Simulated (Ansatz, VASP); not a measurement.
Given: the input of a run of VASP 6.6.1 on Ca.

Contents of INCAR:

```
SYSTEM = Ca
PREC = Accurate
ENCUT = 600
EDIFF = 1E-7
ISMEAR = -1
SIGMA = 0.05
LREAL = .FALSE.
LASPH = .TRUE.
NELM = 80
ALGO = Normal
ISIF = 3
LWAVE = .FALSE.
LCHARG = .FALSE.
GGA = PE
IVDW = 12
IBRION = 2
NSW = 60
EDIFFG = -0.01
```

KPOINTS

```
regular mesh
0
G
  8 8 8
  0 0 0
```

Contents of POSCAR:

```
Ca
1.0
    0.0000000000      2.7942000000      2.7942000000
    2.7942000000      0.0000000000      2.7942000000
    2.7942000000      2.7942000000      0.0000000000
Ca
1
Direct
    0.0000000000      0.0000000000      0.0000000000
```

Potentials or basis: VASP PAW PBE potentials, release 64 (Ca_sv).

Run with:

```sh
$ cat potpaw_PBE.64/Ca_sv/POTCAR > POTCAR
$ mpirun -np 1 vasp_std > vasp.out
```

Problem. Translate it to Ansatz 0.2.0. Potentials there: Ansatz PAW.

Solution. As run (the cutoff follows the program's own potentials):

Contents of input.yaml:

```yaml
crystal:
  lattice:
    - [0.0, 2.7942, 2.7942]
    - [2.7942, 0.0, 2.7942]
    - [2.7942, 2.7942, 0.0]
  atoms:
    - { symbol: Ca, position: [0.0, 0.0, 0.0] }
hamiltonian:
  xc: pbe
  pseudopotentials: { kind: paw }
  dispersion: d3bj
kpoints:
  mp_grid: { grid: [8, 8, 8] }
scf:
  occupations: { method: fermi_dirac, width: 0.05 }
output:
  forces: true
  stress: true
  eigenvalues: true
relax:
  f_tol: 0.01
  max_steps: 40
  cell: { stress_tol: 0.05 }
```

Potentials or basis: Ansatz PAW.

The run is started by

```sh
$ ansatz run input.yaml --threads 2 --pin off --max-ram 5632MiB --backend cpu --events-out ev --progress --plain --runs-dir out
```

Both were run:

|  | VASP | Ansatz | Ansatz less VASP |
| --- | --- | --- | --- |
| gap on the k mesh at the Fermi level, each at its own relaxed structure (eV) | none | none | - |
| relaxed volume (Å³/atom) | 40.26 | 40.12 | -0.148 |
| relaxed length of the cell vector where the two differ most in proportion (Å) | 3.847 | 3.842 | -0.0047 |

A gap of «none» marks a metal or a gap that the smearing closes.

Noted on Ansatz's run: the plane-wave basis is chosen anew once the cell has moved, so the energies of steps on either side of that aren't comparable.
